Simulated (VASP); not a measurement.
Crystal: Sb.

```xyz
1
Lattice="3.1600 0.0000 0.0000 0.0000 3.1600 0.0000 0.0000 0.0000 3.1600" Properties=species:S:1:pos:R:3 pbc="T T T"
Sb    0.0000    0.0000    0.0000
```

```yaml
Program: VASP 6.6.1
Task: relaxation of cell and atoms
Functional: PBEsol
Potentials_or_basis: VASP PAW PBE potentials, release 64 (Sb)
Cutoff: 600 eV
k_mesh: 15 × 15 × 15
Occupations: methfessel-paxton, width 0.05 eV
Spin: no spin polarisation
```

At the start: pressure -4.9 GPa; volume 31.55 Å³/atom.

**Question.** How do energy, volume and symmetry change on relaxing?

**Answer.** Over 3 steps the energy falls by 47.6 meV/atom and the volume is 28.69 Å³/atom (-9.1 %); space group Pm-3m (No. 221, to 0.05 Å).

Step by step:
| step | energy change (eV) | largest force (eV/Å) | pressure (GPa) | volume (Å³) |
| --- | --- | --- | --- | --- |
| 1 | 0.0000 | 0.0000 | -4.87 | 31.55 |
| 2 | -0.0348 | 0.0000 | 3.26 | 27.37 |
| 3 | -0.0476 | 0.0000 | 0.04 | 28.69 |

Final structure:
```
Sb
1.0
     3.06121    0.00000    0.00000
     0.00000    3.06121    0.00000
     0.00000    0.00000    3.06121
Sb
1
Direct
  0.00000 0.00000 0.00000
```

Caveat: the PAW data sets were made with another functional, which shifts forces and pressure a little.
